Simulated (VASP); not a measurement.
# Cr (Im-3m) in VASP: single point with PBE

Aim: the single point of Cr with PBE.

Program: VASP 6.6.1. These are calculated values, not measurements. Logs are shortened: lines on timing, memory, paths and dates and some standing lists are left out, and cuts for length are marked.

## (1) The cell of the first run

It takes space group Im-3m (No. 229, cubic). The conventional cell has a = 2.969 Å, b = 2.969 Å, c = 2.969 Å, α = 90.00°, β = 90.00°, γ = 90.00°. Within 3.4 Å of Cr (site symmetry m-3m) lie 14 Cr at 2.57 to 2.97 Å.

## (2) Single point, PBE, non-collinear spin, typed start

File INCAR:

```
  ALGO = All
  EDIFF = 1E-6
  ENCUT = 530
  GGA = PE
  GGA_COMPAT = False
  ISEARCH = 1
  ISIF = 2
  ISMEAR = -1
  KPAR = 4
  LASPH = True
  LCHARG = True
  LMAXMIX = 4
  LNONCOLLINEAR = True
  LORBIT = 11
  LREAL = False
  LVHAR = True
  LWAVE = False
  MAGMOM = 0 0 3 0 0 -3
  NBANDS = 36
  NELM = 300
  PREC = Accurate
  SIGMA = 0.05
```

File KPOINTS:

```
k-points
0
Gamma
  11 11 11
```

File POSCAR:

```
Cr
1.0
    2.9688993551      0.0000000000      0.0000000000
    0.0000000000      2.9688993551      0.0000000000
    0.0000000000      0.0000000000      2.9688993551
Cr
2
Direct
    0.0000000000      0.0000000000      0.0000000000
    0.5000000000      0.5000000000      0.5000000000
```

Potentials or basis: VASP PAW PBE potentials, release 64 (Cr_pv).

Launch:

```console
$ cat potpaw_PBE.64/Cr_pv/POTCAR > POTCAR
$ mpirun -np 4 vasp_ncl > vasp.out
```

OUTCAR:

```text
EDIFF = 1E-6
   ENCUT = 530
   GGA = PE
   ISIF = 2
   ISMEAR = -1
   LASPH = True
   LNONCOLLINEAR = True
   LORBIT = 11
   LREAL = False
   NELM = 300
   PREC = Accurate

 ion  position               nearest neighbor table
   1  0.000  0.000  0.000-   2 2.57   2 2.57   2 2.57   2 2.57   2 2.57   2 2.57   2 2.57   2 2.57

   2  0.500  0.500  0.500-   1 2.57   1 2.57   1 2.57   1 2.57   1 2.57   1 2.57   1 2.57   1 2.57

  LATTYP: Found a simple cubic cell.
 ALAT       =     2.9688993551

  Lattice vectors:

 A1 = (   2.9688993551,   0.0000000000,   0.0000000000)
 A2 = (   0.0000000000,   2.9688993551,   0.0000000000)
 A3 = (   0.0000000000,   0.0000000000,   2.9688993551)

Analysis of symmetry for initial positions (statically):
=====================================================================
 Subroutine PRICEL returns following result:

  LATTYP: Found a body centered cubic cell.
 ALAT       =     2.9688993551

  Lattice vectors:

 A1 = (   1.4844496776,   1.4844496776,  -1.4844496775)
 A2 = (  -1.4844496776,   1.4844496775,   1.4844496775)
 A3 = (   1.4844496776,  -1.4844496775,   1.4844496776)

   2 primitive cells build up your supercell.

 Routine SETGRP: Setting up the symmetry group for a
 simple cubic supercell.

 Subroutine GETGRP returns: Found 48 space group operations
 (whereof 48 operations were pure point group operations)
 out of a pool of 48 trial point group operations.

The static configuration has the point symmetry O_h .

Analysis of symmetry for dynamics (positions and initial velocities):
=====================================================================
 Subroutine PRICEL returns following result:

  LATTYP: Found a body centered cubic cell.
 ALAT       =     2.9688993551

  Lattice vectors:

 A1 = (   1.4844496776,   1.4844496776,  -1.4844496775)
 A2 = (  -1.4844496776,   1.4844496775,   1.4844496775)
 A3 = (   1.4844496776,  -1.4844496775,   1.4844496776)

   2 primitive cells build up your supercell.

 Routine SETGRP: Setting up the symmetry group for a
 simple cubic supercell.
[... 143 lines left out ...]
  Thomas-Fermi vector in A             =   2.689235
   LORBIT       =     11    0 simple, 1 ext, 2 COOP (PROOUT), +10 PAW based schemes
   GGA     = PE    functional components
   LHFCALC =     F    Hartree Fock is set to
   AEXX    =    0.0000 exact exchange contribution
   IVDW    =     0    specifies the selected vdW correction
   LEPSILON=     F    determine dielectric tensor
   LRPA    =     F    only Hartree local field effects (RPA)
  energy-cutoff  :      530.00
  volume of cell :       26.17
 maximum number of plane-waves:      1478
 NGX is ok and might be reduce to    24
   NGX = 11   NGY = 11   NGZ = 11

 number of electron      24.0000016 magnetization      -0.0000000     -0.0000000     -0.0000000

 number of electron      24.0000016 magnetization       0.0000000     -0.0000000     -0.0000000

 number of electron      24.0000016 magnetization       0.0000000      0.0000000      0.0000000

 number of electron      24.0000016 magnetization       0.0000000     -0.0000000      0.0000000

 Free energy of the ion-electron system (eV)
  ---------------------------------------------------
  ext. energy  EPLUGINS =         0.00000000
  ---------------------------------------------------
  free energy    TOTEN  =       -18.93912549 eV

  energy without entropy =      -18.93473307  energy(sigma->0) =      -18.93692928

 E-fermi :   9.3570     XC(G=0): -12.9184

 val. band max:        9.3376879497   @ k =   0.4545   0.4545   0.0909
 cond. band min:       9.4245090995   @ k =   0.0909   0.0000   0.3636
 fundamental gap:      0.0868211498
 Fermi energy:         9.3569585667

 k-point     1 :       0.0000    0.0000    0.0000
  band No.  band energies     occupation
      1     -34.4334      1.00000
      2     -34.4334      1.00000
      3     -34.4320      1.00000
      4     -34.4320      1.00000
      5     -34.4320      1.00000
      6     -34.4320      1.00000
[... 925 lines left out ...]
     35      12.3711      0.00000
     36      12.3711      0.00000

 [... further k-points ...]

------------------------ aborting loop because EDIFF is reached ----------------------------------------

  FORCE on cell =-STRESS in cart. coord.  units (eV):
  Direction    XX          YY          ZZ          XY          YZ          ZX
  --------------------------------------------------------------------------------------
  -------------------------------------------------------------------------------------
  Total       -2.1635762     -2.1635762     -2.2079854      0.0000000      0.0000000     -0.0000000
  in kB     -132.4635389   -132.4635389   -135.1824603      0.0000000      0.0000000     -0.0000000
  external PRESSURE =    -133.3698460 kB  Pullay stress =       0.0000000 kB

 VOLUME and BASIS-vectors are now :
 -----------------------------------------------------------------------------
  energy-cutoff  :      530.00
  volume of cell :       26.17
      direct lattice vectors                 reciprocal lattice vectors
     2.968899355  0.000000000  0.000000000     0.336825160  0.000000000  0.000000000
     0.000000000  2.968899355  0.000000000     0.000000000  0.336825160  0.000000000
     0.000000000  0.000000000  2.968899355     0.000000000  0.000000000  0.336825160

 POSITION                                       TOTAL-FORCE (eV/Angst)
 -----------------------------------------------------------------------------------
      0.00000      0.00000      0.00000         0.000000      0.000000      0.000000
      1.48445      1.48445      1.48445         0.000000      0.000000      0.000000
 -----------------------------------------------------------------------------------
    total drift:                                0.000000     -0.000000     -0.000000

  FREE ENERGIE OF THE ION-ELECTRON SYSTEM (eV)
  ---------------------------------------------------
  free  energy   TOTEN  =       -18.9391254882 eV

  energy  without entropy=      -18.9347330491  energy(sigma->0) =      -18.93692927

 total charge

# of ion       s       p       d       tot
------------------------------------------
    1        0.396   6.330   4.097  10.823
    2        0.396   6.330   4.097  10.823
--------------------------------------------------
tot          0.792  12.660   8.195  21.646

 magnetization (x)

# of ion       s       p       d       tot
------------------------------------------
    1        0.000  -0.000  -0.000  -0.000
    2        0.000  -0.000  -0.000  -0.000
--------------------------------------------------
tot          0.000  -0.000  -0.000  -0.000

 magnetization (y)

# of ion       s       p       d       tot
------------------------------------------
    1       -0.000   0.000   0.000   0.000
    2        0.000   0.000   0.000   0.000
--------------------------------------------------
tot         -0.000   0.000   0.000   0.000

 magnetization (z)

# of ion       s       p       d       tot
------------------------------------------
    1        0.023   0.017   1.761   1.801
    2       -0.023  -0.017  -1.761  -1.801
--------------------------------------------------
tot          0.000   0.000  -0.000  -0.000
```

Wall time 2.3 min (4 MPI ranks of Intel Xeon 6975P-C (Granite Rapids), shared host); peak memory 0.51 GiB.

Results:

* Free energy: -18.9391 eV
* Pressure: -13.3 GPa
* Band gap on the k mesh: zero (bands 24 and 25 overlap by 0.72 eV)
* Net moment: 0.00 μB per cell
* Valence electrons inside the program's atomic spheres: Cr 10.82

Stress tensor (GPa, compression positive):
```
-13.25   0.00   0.00
  0.00 -13.25   0.00
  0.00   0.00 -13.52
```

Moments on the atoms (μB; x, y, z):
```
Cr   0.00  0.00  1.80
Cr   0.00  0.00 -1.80
```

Caveat: the cell stands under tension.

The gap in the log of VASP goes by the Fermi energy; the results here count the filled bands.